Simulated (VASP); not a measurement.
# MgH2 (P6_3mc) in VASP: notebook

The runs below take MgH2 through single point, relaxation of cell and atoms, with PBE.

All numbers are computed with VASP 6.6.1; they aren't measurements. Logs are shortened: lines on timing, memory, paths and dates and some standing lists are left out, and cuts for length are marked.

## Step 1: The cell of the first run

It takes space group P6_3mc (No. 186, hexagonal). Conventional cell: a = 3.020 Å, b = 3.020 Å, c = 10.118 Å, α = 90.00°, β = 90.00°, γ = 120.00°. Within 2.6 Å of Mg (site symmetry 3m) lie 6 H at 1.98 Å. H (site symmetry 3m) has 3 Mg at 1.98 Å and 3 H at 2.55 Å within 2.6 Å. Within 2.6 Å of H (site symmetry 3m) lie 3 Mg at 1.98 Å and 3 H at 2.55 Å.

## Step 2: Single point, PBE

INCAR reads:

```
SYSTEM = MgH2
  ALGO = Normal
  EDIFF = 1E-7
  ENCUT = 520
  GGA = PE
  ISIF = 2
  ISMEAR = 0
  LASPH = .TRUE.
  LCHARG = .FALSE.
  LREAL = .FALSE.
  LWAVE = .FALSE.
  NBANDS = 13
  NELM = 80
  PREC = Accurate
  SIGMA = 0.02
```

KPOINTS reads:

```
k-points
0
G
  12 12 4
  0 0 0
```

POSCAR reads:

```
MgH2
1.0
    3.0197118711      0.0000000000      0.0000000000
   -1.5098559356      2.6151471925      0.0000000000
    0.0000000000      0.0000000000     10.1181563467
Mg H
2 4
Direct
    0.3333333333      0.6666666667      0.3749561381
    0.6666666667      0.3333333333      0.8749561381
    0.3333333333      0.6666666667      0.9670491290
    0.6666666667      0.3333333333      0.4670491290
    0.0000000000      0.0000000000      0.2829947329
    0.0000000000      0.0000000000      0.7829947329
```

Potentials or basis: VASP PAW PBE potentials, release 64 (Mg, H).

Launch:

```bash
cat potpaw_PBE.64/Mg/POTCAR potpaw_PBE.64/H/POTCAR > POTCAR
mpirun -np 1 vasp_std > vasp.out
```

OUTCAR:

```text
SYSTEM = MgH2
   EDIFF = 1E-7
   ENCUT = 520
   GGA = PE
   ISIF = 2
   ISMEAR = 0
   LASPH = .TRUE.
   LREAL = .FALSE.
   NELM = 80
   PREC = Accurate

 ion  position               nearest neighbor table
   1  0.333  0.667  0.375-   5 1.98   5 1.98   5 1.98   4 1.98   4 1.98   4 1.98
   2  0.667  0.333  0.875-   6 1.98   6 1.98   6 1.98   3 1.98   3 1.98   3 1.98
   3  0.333  0.667  0.967-   2 1.98   2 1.98   2 1.98
   4  0.667  0.333  0.467-   1 1.98   1 1.98   1 1.98
   5  0.000  0.000  0.283-   1 1.98   1 1.98   1 1.98
   6  0.000  0.000  0.783-   2 1.98   2 1.98   2 1.98

  LATTYP: Found a hexagonal cell.
 ALAT       =     3.0197118711
 C/A-ratio  =     3.3507025765

  Lattice vectors:

 A1 = (   3.0197118711,   0.0000000000,   0.0000000000)
 A2 = (  -1.5098559356,   2.6151471925,   0.0000000000)
 A3 = (   0.0000000000,   0.0000000000,  10.1181563467)

Analysis of symmetry for initial positions (statically):
=====================================================================
 Subroutine PRICEL returns:
 Original cell was already a primitive cell.

 Routine SETGRP: Setting up the symmetry group for a
 hexagonal supercell.

 Subroutine GETGRP returns: Found 12 space group operations
 (whereof  6 operations were pure point group operations)
 out of a pool of 24 trial point group operations.

The static configuration has the point symmetry C_3v.
 The point group associated with its full space group is C_6v.

Analysis of symmetry for dynamics (positions and initial velocities):
=====================================================================
 Subroutine PRICEL returns:
 Original cell was already a primitive cell.

 Routine SETGRP: Setting up the symmetry group for a
 hexagonal supercell.

 Subroutine GETGRP returns: Found 12 space group operations
 (whereof  6 operations were pure point group operations)
 out of a pool of 24 trial point group operations.

The dynamic configuration has the point symmetry C_3v.
 The point group associated with its full space group is C_6v.

 Subroutine INISYM returns: Found 12 space group operations
 (whereof  6 operations are pure point group operations),
 and found     1 'primitive' translations

----------------------------------------------------------------------------------------

                                     Primitive cell

  volume of cell :      79.9030

  direct lattice vectors                    reciprocal lattice vectors
     3.019711871  0.000000000  0.000000000     0.331157423  0.191193827  0.000000000
    -1.509855936  2.615147192  0.000000000     0.000000000  0.382387654  0.000000000
     0.000000000  0.000000000 10.118156347     0.000000000  0.000000000  0.098832234

  length of vectors
     3.019711871  3.019711871 10.118156347     0.382387654  0.382387654  0.098832234

  position of ions in fractional coordinates (direct lattice)
     0.333333333  0.666666667  0.374956138
     0.666666667  0.333333333  0.874956138
     0.333333333  0.666666667  0.967049129
     0.666666667  0.333333333  0.467049129
     0.000000000  0.000000000  0.282994733
     0.000000000  0.000000000  0.782994733

  ion indices of the primitive-cell ions
   primitive index   ion index
                 1           1
                 2           2
                 3           3
                 4           4
                 5           5
                 6           6

----------------------------------------------------------------------------------------

 KPOINTS: k-points

Automatic generation of k-mesh.
 Grid dimensions read from file:
 generate k-points for:   12   12    4

 Generating k-lattice:

  Cartesian coordinates                     Fractional coordinates (reciprocal lattice)
     0.027596452  0.015932819  0.000000000     0.083333333  0.000000000  0.000000000
     0.000000000  0.031865638  0.000000000     0.000000000  0.083333333  0.000000000
     0.000000000  0.000000000  0.024708059     0.000000000  0.000000000  0.250000000

  Length of vectors
     0.031865638  0.031865638  0.024708059

  Shift w.r.t. Gamma in fractional coordinates (k-lattice)
     0.000000000  0.000000000  0.000000000

 Subroutine IBZKPT returns following result:
 ===========================================

 Found     57 irreducible k-points:

 Following reciprocal coordinates:
            Coordinates               Weight
  0.000000  0.000000  0.000000      1.000000
  0.083333  0.000000  0.000000      6.000000
  0.166667  0.000000  0.000000      6.000000
  0.250000  0.000000  0.000000      6.000000
  0.333333  0.000000  0.000000      6.000000
  0.416667  0.000000  0.000000      6.000000
[... 16 lines left out ...]
  0.250000  0.000000  0.250000     12.000000
  0.333333  0.000000  0.250000     12.000000
 [... further k-points ...]
   k-points           NKPTS =     57   k-points in BZ     NKDIM =     57   number of bands    NBANDS=     13
   number of dos      NEDOS =    301   number of ions     NIONS =      6
   total plane-waves  NPLWV =  46080
   dimension x,y,z NGX =    24 NGY =   24 NGZ =   80
   dimension x,y,z NGXF=    48 NGYF=   48 NGZF=  160
   ions per type =               2   4
   NGX,Y,Z   is equivalent  to a cutoff of  13.21, 13.21, 13.14 a.u.
   NGXF,Y,Z  is equivalent  to a cutoff of  26.43, 26.43, 26.29 a.u.
 SYSTEM =  MgH2
   PREC   = accura    normal or accurate (medium, high low for compatibility)
   ISTART =      0    job   : 0-new  1-cont  2-samecut
   ICHARG =      2    charge: 1-file 2-atom 10-const
   ISPIN  =      1    spin polarized calculation?
   LNONCOLLINEAR =      F non collinear calculations
   LSORBIT =      F    spin-orbit coupling
   LASPH  =      T    aspherical Exc in radial PAW
   ENCUT  =  520.0 eV  38.22 Ry    6.18 a.u.   5.61  5.61 18.81*2*pi/ulx,y,z
   NELM   =     80;   NELMIN=  2; NELMDL= -5     # of ELM steps
   EDIFF  = 0.1E-06   stopping-criterion for ELM
   LREAL  =      F    real-space projection
   EDIFFG = 0.1E-05   stopping-criterion for IOM
   NSW    =      0    number of steps for IOM
   IBRION =     -1    ionic relax: 0-MD 1-quasi-New 2-CG
   NFREE  =      0    steps in history (QN), initial steepest desc. (CG)
   ISIF   =      2    stress and relaxation
   ISYM   =      2    0-nonsym 1-usesym 2-fastsym
   POTIM  = 0.5000    time-step for ionic-motion
   TEBEG  =    0.0;   TEEND  =   0.0 temperature during run
   PSTRESS=    0.0 pullay stress
   NELECT =       8.0000    total number of electrons
   NUPDOWN=      -1.0000    fix difference up-down
   EMIN   =  10.00;   EMAX   =-10.00  energy-range for DOS
   EFERMI =   0.00;   METHOD = LEGACY
   ISMEAR =     0;   SIGMA  =   0.02  broadening in eV -4-tet -1-fermi 0-gaus
   EFERMI_NEDOS =   21; number of points for ismear=-14 and -15
   IALGO  =     38    algorithm
   IMIX   =      4    mixing-type and parameters
     AMIX     =   0.40;   BMIX     =  1.00
     AMIX_MAG =   1.60;   BMIX_MAG =  1.00
  volume/ion in A,a.u.               =      13.32        89.87
  Fermi-wavevector in a.u.,A,eV,Ry     =   0.760181  1.436534  7.862474  0.577876
  Thomas-Fermi vector in A             =   1.859142
   LORBIT       =      0    0 simple, 1 ext, 2 COOP (PROOUT), +10 PAW based schemes
   GGA     = PE    functional components
   LHFCALC =     F    Hartree Fock is set to
   AEXX    =    0.0000 exact exchange contribution
   IVDW    =     0    specifies the selected vdW correction
   LEPSILON=     F    determine dielectric tensor
   LRPA    =     F    only Hartree local field effects (RPA)
 non-spin polarized calculation
 Gauss-broadening in eV      SIGMA  =   0.02
  energy-cutoff  :      520.00
  volume of cell :       79.90
 maximum number of plane-waves:      2180
 NGX is ok and might be reduce to    24
   NGX = 11   NGY = 11   NGZ = 37

 number of electron       7.9999999 magnetization

 Free energy of the ion-electron system (eV)
  ---------------------------------------------------
  ext. energy  EPLUGINS =         0.00000000
  ---------------------------------------------------
  free energy    TOTEN  =       -17.30874487 eV

  energy without entropy =      -17.30874487  energy(sigma->0) =      -17.30874487

 E-fermi :  -2.0182     XC(G=0):  -7.1174

 val. band max:       -2.1527648664   @ k =   0.2500   0.1667   0.0000
 cond. band min:       2.2854954401   @ k =   0.4167   0.0000   0.0000
 fundamental gap:      4.4382603065
 Fermi energy:        -2.0181968216

 k-point     1 :       0.0000    0.0000    0.0000
  band No.  band energies     occupation
      1      -7.8673      2.00000
      2      -7.6410      2.00000
      3      -3.9993      2.00000
      4      -3.1236      2.00000
      5       3.0879      0.00000
      6       6.3566      0.00000
      7       7.8374      0.00000
      8      10.3899      0.00000
      9      12.2558      0.00000
     10      12.3117      0.00000
     11      12.6664      0.00000
     12      12.9330      0.00000
     13      12.9349      0.00000

 k-point     2 :       0.0833    0.0000    0.0000
  band No.  band energies     occupation
      1      -7.7306      2.00000
      2      -7.5055      2.00000
      3      -3.8931      2.00000
      4      -3.0352      2.00000
      5       3.2345      0.00000
      6       6.2313      0.00000
      7       7.9557      0.00000
      8       9.1372      0.00000
      9      10.7084      0.00000
     10      11.5905      0.00000
     11      11.6350      0.00000
     12      12.3379      0.00000
     13      12.4738      0.00000
[... 321 lines left out ...]
 k-point    23 :       0.2500    0.0000    0.2500
  band No.  band energies     occupation
      1      -6.6424      2.00000
      2      -6.4918      2.00000
      3      -3.0442      2.00000
      4      -2.5645      2.00000
      5       4.2017      0.00000
      6       4.4871      0.00000
      7       5.5316      0.00000
      8       7.3687      0.00000
      9       7.9283      0.00000
     10       8.4196      0.00000
     11      10.6644      0.00000
     12      10.8027      0.00000
     13      10.8813      0.00000

 k-point    24 :       0.3333    0.0000    0.2500
  band No.  band energies     occupation
      1      -5.7783      2.00000
      2      -5.6390      2.00000
      3      -2.6345      2.00000
      4      -2.3036      2.00000
      5       3.0458      0.00000
      6       3.5028      0.00000
      7       5.6844      0.00000
      8       6.1298      0.00000
      9       6.5416      0.00000
     10       8.4206      0.00000
     11      10.0891      0.00000
     12      10.2373      0.00000
     13      10.6647      0.00000

 [... further k-points ...]

------------------------ aborting loop because EDIFF is reached ----------------------------------------

  FORCE on cell =-STRESS in cart. coord.  units (eV):
  Direction    XX          YY          ZZ          XY          YZ          ZX
  --------------------------------------------------------------------------------------
  -------------------------------------------------------------------------------------
  Total       -0.1223045     -0.1223045     -0.0467463      0.0000000      0.0000000      0.0000000
  in kB       -2.4523935     -2.4523935     -0.9373341      0.0000000      0.0000000      0.0000000
  external PRESSURE =      -1.9473737 kB  Pullay stress =       0.0000000 kB

 VOLUME and BASIS-vectors are now :
 -----------------------------------------------------------------------------
  energy-cutoff  :      520.00
  volume of cell :       79.90
      direct lattice vectors                 reciprocal lattice vectors
     3.019711871  0.000000000  0.000000000     0.331157423  0.191193827  0.000000000
    -1.509855936  2.615147192  0.000000000     0.000000000  0.382387654  0.000000000
     0.000000000  0.000000000 10.118156347     0.000000000  0.000000000  0.098832234

 POSITION                                       TOTAL-FORCE (eV/Angst)
 -----------------------------------------------------------------------------------
     -0.00000      1.74343      3.79386         0.000000     -0.000000      0.000418
      1.50986      0.87172      8.85294        -0.000000     -0.000000      0.000418
     -0.00000      1.74343      9.78475         0.000000     -0.000000     -0.002664
      1.50986      0.87172      4.72568        -0.000000      0.000000     -0.002664
      0.00000      0.00000      2.86338         0.000000     -0.000000      0.002245
      0.00000      0.00000      7.92246        -0.000000     -0.000000      0.002245
 -----------------------------------------------------------------------------------
    total drift:                                0.000000     -0.000000      0.000271

  FREE ENERGIE OF THE ION-ELECTRON SYSTEM (eV)
  ---------------------------------------------------
  free  energy   TOTEN  =       -17.3087448661 eV

  energy  without entropy=      -17.3087448661  energy(sigma->0) =      -17.30874487
```

Run time: 24 s. Hardware: 1 thread of AMD EPYC 9R45 (Zen 5), shared host; peak memory 0.2 GiB.

Results:

| Property | Result |
| --- | --- |
| Free energy | -17.3087 eV |
| Pressure | -0.2 GPa |
| Band gap on the k mesh | 4.44 eV (least direct gap 4.70 eV) |

Forces in eV/Å, atoms in the order of the input:
```
Mg   0.000  0.000  0.000
Mg   0.000  0.000  0.000
H    0.000  0.000 -0.003
H    0.000  0.000 -0.003
H    0.000  0.000  0.002
H    0.000  0.000  0.002
```

A k mesh can miss the band edges.

## Step 3: Relaxation of cell and atoms, PBE

INCAR reads:

```
ALGO = Normal ; EDIFF = 1E-7
EDIFFG = -0.01 ; ENCUT = 600
GGA = PE ; IBRION = 2
ISIF = 3 ; ISMEAR = 0
LASPH = True ; LCHARG = False
LREAL = False ; LWAVE = False
NELM = 60 ; NSW = 100
PREC = Accurate ; SIGMA = 0.02
```

KPOINTS reads:

```
k-points
0
Gamma
  12 12 4
```

POSCAR is that of step 2.

Potentials or basis: VASP PAW PBE potentials, release 64 (Mg, H).

Launch:

```bash
cat potpaw_PBE.64/Mg/POTCAR potpaw_PBE.64/H/POTCAR > POTCAR
mpirun -np 1 vasp_std > vasp.out
```

Wall time 27 s (1 thread of AMD EPYC 9R45 (Zen 5), shared host); peak memory 0.21 GiB.

Results (log left out):

| Quantity | Value |
| --- | --- |
| Free energy | -17.3104 eV |
| Relaxed volume | 13.30 Å³/atom |
| Relaxed cell | a = 3.018 Å, b = 3.018 Å, c = 10.117 Å, α = 90.00°, β = 90.00°, γ = 120.00° |
| Space group after relaxing (to 0.1 Å) | P6_3mc (No. 186) |
| Energy gained by relaxing | 0.0 meV/atom |
| Ionic steps | 2 |
| Pressure after relaxing | -0.1 GPa |
| Band gap on the k mesh | 4.44 eV (least direct gap 4.70 eV) |

Stress tensor (GPa, compression positive):
```
-0.08  0.00  0.00
 0.00 -0.08  0.00
 0.00  0.00  0.00
```

Final structure:
```xyz
6
Lattice="3.0175 0.0000 0.0000 -1.5088 2.6132 0.0000 0.0000 0.0000 10.1171" Properties=species:S:1:pos:R:3 pbc="T T T"
Mg    0.0000    1.7422    3.7935
Mg    1.5088    0.8711    8.8520
H     0.0000    1.7422    9.7835
H     1.5088    0.8711    4.7250
H     0.0000    0.0000    2.8632
H     0.0000    0.0000    7.9217
```

Levels at points of the mesh, in eV from the valence-band top:
| k point | band 1 | band 2 | band 3 | band 4 | band 5 | band 6 | band 7 | band 8 |
| --- | --- | --- | --- | --- | --- | --- | --- | --- |
| (0.00, 0.00, 0.00) | -5.72 | -5.49 | -1.85 | -0.97 | 5.24 | 8.51 | 9.99 | 12.56 |
| (0.50, 0.00, 0.00) | -2.04 | -1.95 | -0.72 | -0.59 | 4.50 | 4.84 | 6.07 | 6.67 |
| (0.00, 0.00, 0.50) | -5.61 | -5.61 | -1.44 | -1.44 | 6.44 | 6.44 | 11.90 | 11.90 |
| (0.50, 0.00, 0.50) | -2.00 | -2.00 | -0.66 | -0.66 | 4.72 | 4.72 | 6.21 | 6.21 |

A k mesh can miss the band edges.
